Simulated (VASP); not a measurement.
A run of VASP 6.6.1:

File INCAR:

```
SYSTEM = Zr
PREC = Accurate
ENCUT = 520
EDIFF = 1E-6
ISMEAR = -1
SIGMA = 0.05
LREAL = .FALSE.
LASPH = .TRUE.
NELM = 100
ALGO = Normal
ISIF = 2
LWAVE = .FALSE.
LCHARG = .TRUE.
GGA = PS
LELF = .TRUE.
LVHAR = .TRUE.
NBANDS = 12
```

Contents of KPOINTS:

```
Automatic mesh
0
G
  10 10 10
  0 0 0
```

Contents of POSCAR:

```
Zr
1.0
   -1.8454992086      1.8454992086      1.8454992086
    1.8454992086     -1.8454992086      1.8454992086
    1.8454992086      1.8454992086     -1.8454992086
Zr
1
Direct
    0.0000000000      0.0000000000      0.0000000000
```

Potentials or basis: VASP PAW PBE potentials, release 64 (Zr_sv).

Command:

```bash
$ cat potpaw_PBE.64/Zr_sv/POTCAR > POTCAR
$ mpirun -np 1 vasp_std > vasp.out
```

Hardware: 1 thread of Intel(R) Xeon(R) Platinum 8559C (Emerald Rapids) (shared host).

Q: Estimate the wall time of this run.

A: Wall time 8.8 s on 1 thread of Intel(R) Xeon(R) Platinum 8559C (Emerald Rapids), with other jobs on the host, peak memory 0.14 GiB. Counts: scf iterations 11, k points 47.
